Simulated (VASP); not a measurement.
Set up this calculation in VASP 6.6.1, as the native input.

| Quantity | Value |
| --- | --- |
| Task | single point |
| Functional | PBE |
| Potentials or basis | VASP PAW PBE potentials, release 64 (W_sv, Cl, F) |
| Cutoff | 520 eV |
| k mesh | 6 × 6 × 6 |
| Occupations | gaussian, width 0.1 eV |
| Spin | collinear spin |
| Starting moments | [3.52, -0.55, -0.55, -0.37, -0.37] μB |
| Dipole correction | no |
| Further INCAR settings | ALGO = Normal; EDIFF = 1e-06; NBANDS = 33 |

The structure of WCl2F2 lies in POSCAR:

```
WCl2F2
1.0
   -2.1525049200      2.1525049200      5.0004188400
    2.1525049200     -2.1525049200      5.0004188400
    2.1525049200      2.1525049200     -5.0004188400
W Cl F
1 2 2
Direct
    0.0000000000      0.0000000000      0.0000000000
    0.7500000000      0.2500000000      0.5000000000
    0.2500000000      0.7500000000      0.5000000000
    0.3899999900      0.3899999900      0.0000000000
    0.6100000100      0.6100000100      0.0000000000
```

The cell was generated, and may not be a known phase.

These files were run (other wordings do the same):

INCAR

```
SYSTEM = WCl2F2
PREC = Accurate ; ENCUT = 520
EDIFF = 1E-6 ; ISMEAR = 0
SIGMA = 0.1 ; LREAL = .False.
LASPH = .True. ; NELM = 150
ALGO = Normal ; ISIF = 2
LWAVE = .False. ; LCHARG = .False.
ISPIN = 2 ; MAGMOM = 3.52 -0.55 -0.55 -0.37 -0.37
LORBIT = 11 ; LMAXMIX = 4
GGA = PE ; NBANDS = 33
```

KPOINTS

```
Automatic mesh
0
Gamma
  6 6 6
  0 0 0
```

Potentials or basis: VASP PAW PBE potentials, release 64 (W_sv, Cl, F).

Run with:

```bash
$ cat potpaw_PBE.64/W_sv/POTCAR potpaw_PBE.64/Cl/POTCAR potpaw_PBE.64/F/POTCAR > POTCAR
$ mpirun -np 1 vasp_std > vasp.out
```

It gave:

The pressure is -5.8 GPa and the largest force is 0.667 eV/Å. The band gap on the k mesh is zero (filled and empty bands overlap). The net moment is 2.00 μB per cell. The site moments are W +2.99; Cl -0.48; F -0.31 μB and the valence electrons inside the program's atomic spheres are W 11.33; Cl 4.92; F 5.96.

Caveat: the stress differs along the axes, from -12 to -3 GPa; spin-orbit coupling is left out, which moves the levels of the heavy elements.

It took 14 min on 1 thread of Intel Xeon 8259CL (shared host), peak memory 0.48 GiB.
